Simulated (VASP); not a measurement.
# Ir (I4/mmm) in VASP: notebook, part 2 of 3

VASP 6.6.1. Earlier steps stand in the parts before.

**4. Single point, r2SCAN (strain -0.080 along x and y, +0.040 along z)**

Contents of POSCAR:

```
Ir
1.0
    0.0000000000      1.7661240000      1.9964880000
    1.7661240000      0.0000000000      1.9964880000
    1.7661240000      1.7661240000      0.0000000000
Ir
1
Direct
    0.0000000000      0.0000000000      0.0000000000
```

Contents of INCAR.step1:

```
SYSTEM = Ir
  ALGO = Normal
  EDIFF = 1E-4
  ENCUT = 520
  GGA = PE
  ISMEAR = 0
  LASPH = .True.
  LCHARG = .False.
  LREAL = .False.
  LWAVE = .True.
  NBANDS = 10
  NELM = 80
  PREC = Accurate
  SIGMA = 0.15
```

Contents of INCAR.step2:

```
SYSTEM = Ir
  ALGO = Normal
  EDIFF = 1E-6
  ENCUT = 520
  ISIF = 2
  ISMEAR = 0
  ISTART = 1
  LASPH = .True.
  LCHARG = .False.
  LMIXTAU = .True.
  LREAL = .False.
  LWAVE = .False.
  METAGGA = R2SCAN
  NBANDS = 10
  NELM = 80
  PREC = Accurate
  SIGMA = 0.15
```

Contents of KPOINTS:

```
k-points
0
Gamma
  22 22 22
  0 0 0
```

Potentials or basis: VASP PAW PBE potentials, release 64 (Ir).

The run is started by

```console
cat potpaw_PBE.64/Ir/POTCAR > POTCAR
cp INCAR.step1 INCAR
mpirun -np 1 vasp_std > vasp.out
cp INCAR.step2 INCAR
mpirun -np 1 vasp_std > vasp.out
```

OUTCAR:

```text
SYSTEM = Ir
   EDIFF = 1E-6
   ENCUT = 520
   ISIF = 2
   ISMEAR = 0
   ISTART = 1
   LASPH = .True.
   LREAL = .False.
   METAGGA = R2SCAN
   NELM = 80
   PREC = Accurate

 ion  position               nearest neighbor table
   1  0.000  0.000  0.000-

  LATTYP: Found a body centered tetragonal cell.
 ALAT       =     2.4976765136
 C/A-ratio  =     1.5986762009

  Lattice vectors:

 A1 = (  -1.7661240000,   0.0000000000,   1.9964880000)
 A2 = (   1.7661240000,   0.0000000000,   1.9964880000)
 A3 = (   0.0000000000,   1.7661240000,  -1.9964880000)

[... 482 lines left out ...]
      3       8.5981      2.00000
      4      11.0197      2.00000
      5      13.1667      0.00000
      6      14.6612      0.00000
      7      21.9784      0.00000
      8      26.8531      0.00000
      9      33.8875      0.00000
     10      35.9196      0.00000

 [... further k-points ...]
[... 5 lines left out ...]
  --------------------------------------------------------------------------------------
  -------------------------------------------------------------------------------------
  Total        7.9330245      7.9330245      2.5446790      0.0000000      0.0000000     -0.0000000
  in kB     1020.4936254   1020.4936254    327.3440938      0.0000000      0.0000000     -0.0000000
  external PRESSURE =     789.4437815 kB  Pullay stress =       0.0000000 kB

 VOLUME and BASIS-vectors are now :
 -----------------------------------------------------------------------------
  energy-cutoff  :      520.00
  volume of cell :       12.45
      direct lattice vectors                 reciprocal lattice vectors
     0.000000000  1.766124000  1.996488000    -0.283105829  0.283105829  0.250439772
     1.766124000  0.000000000  1.996488000     0.283105829 -0.283105829  0.250439772
     1.766124000  1.766124000  0.000000000     0.283105829  0.283105829 -0.250439772

 POSITION                                       TOTAL-FORCE (eV/Angst)
 -----------------------------------------------------------------------------------
      0.00000      0.00000      0.00000         0.000000      0.000000      0.000000
 -----------------------------------------------------------------------------------
    total drift:                                0.000000      0.000000      0.000000

  FREE ENERGIE OF THE ION-ELECTRON SYSTEM (eV)
  ---------------------------------------------------
  free  energy   TOTEN  =       -51.7771748397 eV

  energy  without entropy=      -51.7686717906  energy(sigma->0) =      -51.77292332
```

OSZICAR.step1:

```text
N       E                     dE             d eps       ncg     rms          rms(c)
DAV:   1     0.499574361240E+02    0.49957E+02   -0.44878E+03 16816   0.839E+02
DAV:   2    -0.783449042236E+01   -0.57792E+02   -0.55260E+02 17160   0.204E+02
DAV:   3    -0.866537866710E+01   -0.83089E+00   -0.82836E+00 19268   0.295E+01
DAV:   4    -0.867285507784E+01   -0.74764E-02   -0.74746E-02 19356   0.259E+00
DAV:   5    -0.867299289125E+01   -0.13781E-03   -0.13781E-03 19862   0.327E-01    0.221E+01
DAV:   6    -0.830886861668E+01    0.36412E+00   -0.44681E-01 18824   0.850E+00    0.104E+01
DAV:   7    -0.820432568591E+01    0.10454E+00   -0.23836E-01 21866   0.572E+00    0.145E+00
DAV:   8    -0.819836756989E+01    0.59581E-02   -0.70402E-03 18488   0.123E+00    0.471E-01
DAV:   9    -0.819807510089E+01    0.29247E-03   -0.11202E-04 17274   0.104E-01    0.193E-02
DAV:  10    -0.819808227317E+01   -0.71723E-05   -0.42124E-06  8812   0.179E-02
   1 F= -.81980823E+01 E0= -.81936315E+01  d E =-.890163E-02
```

Wall time 2 min (1 thread of Intel Xeon 6975P-C (Granite Rapids), shared host); peak memory 0.22 GiB.

What came out:

```yaml
Free_energy: -51.7772 eV
Pressure: 78.9 GPa
```

Stress tensor (GPa, compression positive):
```
102.05   0.00   0.00
  0.00 102.05   0.00
  0.00   0.00  32.73
```

Caveat: the cell differs from its parent crystal (strain -0.080 along x and y, +0.040 along z); the PAW data sets were made with another functional, which shifts forces and pressure a little; spin-orbit coupling is left out, which moves the levels of the heavy elements.

**5. Single point, r2SCAN (strain -0.080 along x and y, +0.080 along z)**

Contents of POSCAR:

```
Ir
1.0
    0.0000000000      1.7661240000      2.0732760000
    1.7661240000      0.0000000000      2.0732760000
    1.7661240000      1.7661240000      0.0000000000
Ir
1
Direct
    0.0000000000      0.0000000000      0.0000000000
```

Contents of INCAR.step1:

```
SYSTEM = Ir
ALGO = Normal
EDIFF = 1E-4
ENCUT = 520
GGA = PE
ISMEAR = 0
LASPH = .True.
LCHARG = .False.
LREAL = .False.
LWAVE = .True.
NBANDS = 10
NELM = 80
PREC = Accurate
SIGMA = 0.15
```

Contents of INCAR.step2:

```
SYSTEM = Ir
ALGO = Normal
EDIFF = 1E-7
ENCUT = 520
ISIF = 2
ISMEAR = 0
ISTART = 1
LASPH = .True.
LCHARG = .False.
LMIXTAU = .True.
LREAL = .False.
LWAVE = .False.
METAGGA = R2SCAN
NBANDS = 10
NELM = 80
PREC = Accurate
SIGMA = 0.15
```

KPOINTS is that of step 4.

Potentials or basis: VASP PAW PBE potentials, release 64 (Ir).

The run is started by

```console
cat potpaw_PBE.64/Ir/POTCAR > POTCAR
cp INCAR.step1 INCAR
mpirun -np 1 vasp_std > vasp.out
cp INCAR.step2 INCAR
mpirun -np 1 vasp_std > vasp.out
```

OUTCAR:

```text
SYSTEM = Ir
   EDIFF = 1E-7
   ENCUT = 520
   ISIF = 2
   ISMEAR = 0
   ISTART = 1
   LASPH = .True.
   LREAL = .False.
   METAGGA = R2SCAN
   NELM = 80
   PREC = Accurate

 ion  position               nearest neighbor table
   1  0.000  0.000  0.000-

  LATTYP: Found a body centered tetragonal cell.
 ALAT       =     2.4976765136
 C/A-ratio  =     1.6601637471

  Lattice vectors:

 A1 = (  -1.7661240000,   0.0000000000,   2.0732760000)
 A2 = (   1.7661240000,   0.0000000000,   2.0732760000)
 A3 = (   0.0000000000,   1.7661240000,  -2.0732760000)

Analysis of symmetry for initial positions (statically):
=====================================================================
 Subroutine PRICEL returns:
 Original cell was already a primitive cell.

 Routine SETGRP: Setting up the symmetry group for a
 body centered tetragonal supercell.

 Subroutine GETGRP returns: Found 16 space group operations
 (whereof 16 operations were pure point group operations)
 out of a pool of 16 trial point group operations.

The static configuration has the point symmetry D_4h.

Analysis of symmetry for dynamics (positions and initial velocities):
=====================================================================
 Subroutine PRICEL returns:
 Original cell was already a primitive cell.

 Routine SETGRP: Setting up the symmetry group for a
 body centered tetragonal supercell.

 Subroutine GETGRP returns: Found 16 space group operations
 (whereof 16 operations were pure point group operations)
 out of a pool of 16 trial point group operations.

The dynamic configuration has the point symmetry D_4h.

 Subroutine INISYM returns: Found 16 space group operations
 (whereof 16 operations are pure point group operations),
 and found     1 'primitive' translations

----------------------------------------------------------------------------------------

                                     Primitive cell

  volume of cell :      12.9339

  direct lattice vectors                    reciprocal lattice vectors
     0.000000000  1.766124000  2.073276000    -0.283105829  0.283105829  0.241164225
     1.766124000  0.000000000  2.073276000     0.283105829 -0.283105829  0.241164225
     1.766124000  1.766124000  0.000000000     0.283105829  0.283105829 -0.241164225

  length of vectors
     2.723539490  2.723539490  2.497676514     0.467394913  0.467394913  0.467394913

  position of ions in fractional coordinates (direct lattice)
     0.000000000  0.000000000  0.000000000

  ion indices of the primitive-cell ions
   primitive index   ion index
                 1           1

----------------------------------------------------------------------------------------

 KPOINTS: k-points

Automatic generation of k-mesh.
 Grid dimensions read from file:
 generate k-points for:   22   22   22

 Generating k-lattice:

  Cartesian coordinates                     Fractional coordinates (reciprocal lattice)
    -0.012868447  0.012868447  0.010962010     0.045454545  0.000000000  0.000000000
     0.012868447 -0.012868447  0.010962010     0.000000000  0.045454545  0.000000000
     0.012868447  0.012868447 -0.010962010    -0.000000000 -0.000000000  0.045454545

  Length of vectors
     0.021245223  0.021245223  0.021245223

  Shift w.r.t. Gamma in fractional coordinates (k-lattice)
     0.000000000  0.000000000  0.000000000

 Subroutine IBZKPT returns following result:
 ===========================================

 Found    834 irreducible k-points:

 Following reciprocal coordinates:
            Coordinates               Weight
  0.000000  0.000000  0.000000      1.000000
  0.045455  0.000000  0.000000      8.000000
  0.090909  0.000000  0.000000      8.000000
  0.136364 -0.000000  0.000000      8.000000
  0.181818  0.000000  0.000000      8.000000
  0.227273  0.000000  0.000000      8.000000
[... 16 lines left out ...]
  0.500000  0.045455  0.000000      8.000000
 -0.454545  0.045455  0.000000      8.000000
 [... further k-points ...]
   k-points           NKPTS =    834   k-points in BZ     NKDIM =    834   number of bands    NBANDS=     10
   number of dos      NEDOS =    301   number of ions     NIONS =      1
   total plane-waves  NPLWV =   8000
   dimension x,y,z NGX =    20 NGY =   20 NGZ =   20
   dimension x,y,z NGXF=    40 NGYF=   40 NGZF=   40
   ions per type =               1
   NGX,Y,Z   is equivalent  to a cutoff of  12.21, 12.21, 13.31 a.u.
   NGXF,Y,Z  is equivalent  to a cutoff of  24.42, 24.42, 26.62 a.u.
 SYSTEM =  Ir
   PREC   = accura    normal or accurate (medium, high low for compatibility)
   ISTART =      1    job   : 0-new  1-cont  2-samecut
   ICHARG =      0    charge: 1-file 2-atom 10-const
   ISPIN  =      1    spin polarized calculation?
   LNONCOLLINEAR =      F non collinear calculations
   LSORBIT =      F    spin-orbit coupling
   LASPH  =      T    aspherical Exc in radial PAW
   ENCUT  =  520.0 eV  38.22 Ry    6.18 a.u.   5.06  5.06  4.64*2*pi/ulx,y,z
   NELM   =     80;   NELMIN=  2; NELMDL=  0     # of ELM steps
   EDIFF  = 0.1E-06   stopping-criterion for ELM
   LREAL  =      F    real-space projection
   EDIFFG = 0.1E-05   stopping-criterion for IOM
   NSW    =      0    number of steps for IOM
   IBRION =     -1    ionic relax: 0-MD 1-quasi-New 2-CG
   NFREE  =      0    steps in history (QN), initial steepest desc. (CG)
   ISIF   =      2    stress and relaxation
   ISYM   =      2    0-nonsym 1-usesym 2-fastsym
   POTIM  = 0.5000    time-step for ionic-motion
   TEBEG  =    0.0;   TEEND  =   0.0 temperature during run
   PSTRESS=    0.0 pullay stress
   NELECT =       9.0000    total number of electrons
   NUPDOWN=      -1.0000    fix difference up-down
   EMIN   =  10.00;   EMAX   =-10.00  energy-range for DOS
   EFERMI =   0.00;   METHOD = LEGACY
   ISMEAR =     0;   SIGMA  =   0.15  broadening in eV -4-tet -1-fermi 0-gaus
   EFERMI_NEDOS =   21; number of points for ismear=-14 and -15
   IALGO  =     38    algorithm
   IMIX   =      4    mixing-type and parameters
     AMIX     =   0.40;   BMIX     =  1.00
     AMIX_MAG =   1.60;   BMIX_MAG =  1.00
  volume/ion in A,a.u.               =      12.93        87.28
  Fermi-wavevector in a.u.,A,eV,Ry     =   1.450705  2.741435 28.634081  2.104546
  Thomas-Fermi vector in A             =   2.568287
   LORBIT       =      0    0 simple, 1 ext, 2 COOP (PROOUT), +10 PAW based schemes
   METAGGA = R2SCAN    functional components
   LHFCALC =     F    Hartree Fock is set to
   AEXX    =    0.0000 exact exchange contribution
   IVDW    =     0    specifies the selected vdW correction
   LEPSILON=     F    determine dielectric tensor
   LRPA    =     F    only Hartree local field effects (RPA)
 non-spin polarized calculation
 Gauss-broadening in eV      SIGMA  =   0.15
  energy-cutoff  :      520.00
  volume of cell :       12.93
 maximum number of plane-waves:       366
   NGX = 11   NGY = 11   NGZ =  9

 number of electron       8.9999999 magnetization

 Free energy of the ion-electron system (eV)
  ---------------------------------------------------
  ext. energy  EPLUGINS =         0.00000000
  ---------------------------------------------------
  free energy    TOTEN  =       -51.83036986 eV

  energy without entropy =      -51.82049564  energy(sigma->0) =      -51.82543275

 E-fermi :  11.7895     XC(G=0): -15.9381

 val. band max:       11.7894252423   @ k =   0.4091   0.0000   0.4091
 cond. band min:      11.7930635191   @ k =  -0.3636   0.0000   0.0909
 fundamental gap:      0.0036382768
 Fermi energy:        11.7894949971

 k-point     1 :       0.0000    0.0000    0.0000
  band No.  band energies     occupation
      1      -0.7153      2.00000
      2       5.6072      2.00000
      3       8.3294      2.00000
      4       8.3294      2.00000
      5       8.4374      2.00000
      6      11.9724      0.08457
      7      27.1938      0.00000
      8      29.7218      0.00000
      9      35.1554      0.00000
     10      35.1554      0.00000
[... 287 lines left out ...]
 k-point    24 :      -0.4545    0.0455    0.0000
  band No.  band energies     occupation
      1       2.5048      2.00000
      2       5.8889      2.00000
      3       8.3824      2.00000
      4      10.4125      2.00000
      5      12.3324      0.00000
      6      13.8597      0.00000
      7      20.9109      0.00000
      8      25.9294      0.00000
      9      32.8671      0.00000
     10      35.3170      0.00000

 [... further k-points ...]

------------------------ aborting loop because EDIFF is reached ----------------------------------------

  FORCE on cell =-STRESS in cart. coord.  units (eV):
  Direction    XX          YY          ZZ          XY          YZ          ZX
  --------------------------------------------------------------------------------------
  -------------------------------------------------------------------------------------
  Total        6.7226867      6.7226867      0.3678780      0.0000000      0.0000000      0.0000000
  in kB      832.7678556    832.7678556     45.5706138      0.0000000      0.0000000      0.0000000
  external PRESSURE =     570.3687750 kB  Pullay stress =       0.0000000 kB

 VOLUME and BASIS-vectors are now :
 -----------------------------------------------------------------------------
  energy-cutoff  :      520.00
  volume of cell :       12.93
      direct lattice vectors                 reciprocal lattice vectors
     0.000000000  1.766124000  2.073276000    -0.283105829  0.283105829  0.241164225
     1.766124000  0.000000000  2.073276000     0.283105829 -0.283105829  0.241164225
     1.766124000  1.766124000  0.000000000     0.283105829  0.283105829 -0.241164225

 POSITION                                       TOTAL-FORCE (eV/Angst)
 -----------------------------------------------------------------------------------
      0.00000      0.00000      0.00000         0.000000      0.000000     -0.000000
 -----------------------------------------------------------------------------------
    total drift:                               -0.000000      0.000000      0.000000

  FREE ENERGIE OF THE ION-ELECTRON SYSTEM (eV)
  ---------------------------------------------------
  free  energy   TOTEN  =       -51.8303698576 eV

  energy  without entropy=      -51.8204956429  energy(sigma->0) =      -51.82543275
```

OSZICAR.step1:

```text
N       E                     dE             d eps       ncg     rms          rms(c)
DAV:   1     0.490239104336E+02    0.49024E+02   -0.44522E+03 16832   0.833E+02
DAV:   2    -0.789290158203E+01   -0.56917E+02   -0.54331E+02 17134   0.201E+02
DAV:   3    -0.873829512140E+01   -0.84539E+00   -0.84124E+00 19542   0.295E+01
DAV:   4    -0.874593028319E+01   -0.76352E-02   -0.76334E-02 19220   0.258E+00
DAV:   5    -0.874607432618E+01   -0.14404E-03   -0.14404E-03 19476   0.336E-01    0.201E+01
DAV:   6    -0.837355341734E+01    0.37252E+00   -0.50737E-01 18754   0.897E+00    0.930E+00
DAV:   7    -0.827709050503E+01    0.96463E-01   -0.24111E-01 21082   0.568E+00    0.153E+00
DAV:   8    -0.827159770112E+01    0.54928E-02   -0.79628E-03 18396   0.130E+00    0.644E-01
DAV:   9    -0.827095292849E+01    0.64477E-03   -0.22053E-04 18044   0.178E-01    0.199E-02
DAV:  10    -0.827096014968E+01   -0.72212E-05   -0.38815E-06  8866   0.173E-02
   1 F= -.82709601E+01 E0= -.82658517E+01  d E =-.102169E-01
```

It took 2.4 min on 1 thread of Intel Xeon 6975P-C (Granite Rapids), shared host; peak memory 0.23 GiB.

What came out:

- Free energy: -51.8304 eV
- Pressure: 57.0 GPa

Stress tensor (GPa, compression positive):
```
83.28  0.00  0.00
 0.00 83.28  0.00
 0.00  0.00  4.56
```

Levels at points of the mesh, in eV from the Fermi level:
```
           k point  band 1  band 2  band 3  band 4  band 5  band 6  band 7  band 8  band 9
(0.00, 0.00, 0.00)  -12.50   -6.18   -3.46   -3.46   -3.35    0.18   15.40   17.93   23.37
(0.50, 0.00, 0.00)   -9.37   -5.88   -3.46   -0.80    0.63    1.54    9.05   14.01   21.27
(0.50, 0.50, 0.00)   -9.44   -8.66   -0.43    1.44    1.68    1.68    9.33   15.06   15.06
(0.50, 0.00, 0.50)   -9.34   -8.49    0.38    0.54    3.24    3.31   10.96   13.24   14.34
```

Caveat: the cell differs from its parent crystal (strain -0.080 along x and y, +0.080 along z); the PAW data sets were made with another functional, which shifts forces and pressure a little; spin-orbit coupling is left out, which moves the levels of the heavy elements.

(Part 2 of 3 ends here.)
